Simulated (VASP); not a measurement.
Here is a VASP 6.6.1 calculation.

Contents of INCAR:

```
SYSTEM = Bi2Br3
  ALGO = Normal
  EDIFF = 1E-7
  ENCUT = 520
  GGA = PE
  ISIF = 2
  ISMEAR = 0
  LASPH = .True.
  LCHARG = .False.
  LREAL = .False.
  LWAVE = .False.
  NBANDS = 62
  NELM = 100
  PREC = Accurate
  SIGMA = 0.1
```

File KPOINTS:

```
k-points
0
Gamma
  6 6 6
  0 0 0
```

The input POSCAR:

```
Bi2Br3
1.0
    4.4621830134      2.5762425640      4.9442710160
   -4.4621830134      2.5762425640      4.9442710160
    0.0000000000     -5.1524851279      4.9442710160
Bi Br
4 6
Direct
    0.8532585741      0.8532585741      0.8532585741
    0.6467414259      0.6467414259      0.6467414259
    0.1467414259      0.1467414259      0.1467414259
    0.3532585741      0.3532585741      0.3532585741
    0.0914751358      0.4085248642      0.7500000000
    0.7500000000      0.0914751358      0.4085248642
    0.4085248642      0.7500000000      0.0914751358
    0.9085248642      0.5914751358      0.2500000000
    0.2500000000      0.9085248642      0.5914751358
    0.5914751358      0.2500000000      0.9085248642
```

Potentials or basis: VASP PAW PBE potentials, release 64 (Bi_d, Br).

The run is started by

```sh
$ cat potpaw_PBE.64/Bi_d/POTCAR potpaw_PBE.64/Br/POTCAR > POTCAR
$ mpirun -np 1 vasp_std > vasp.out
```

Problem. Estimate the pressure.

Solution. 0.0 GPa.

Problem. Predict the largest force.

Solution. 0.012 eV/Å.

Forces on the atoms (eV/Å):
```
Bi   0.000  0.000  0.012
Bi   0.000  0.000 -0.012
Bi   0.000  0.000 -0.012
Bi   0.000  0.000  0.012
Br  -0.001  0.000  0.000
Br   0.001 -0.001  0.000
Br   0.001  0.001  0.000
Br   0.001  0.000  0.000
Br  -0.001  0.001  0.000
Br  -0.001 -0.001  0.000
```
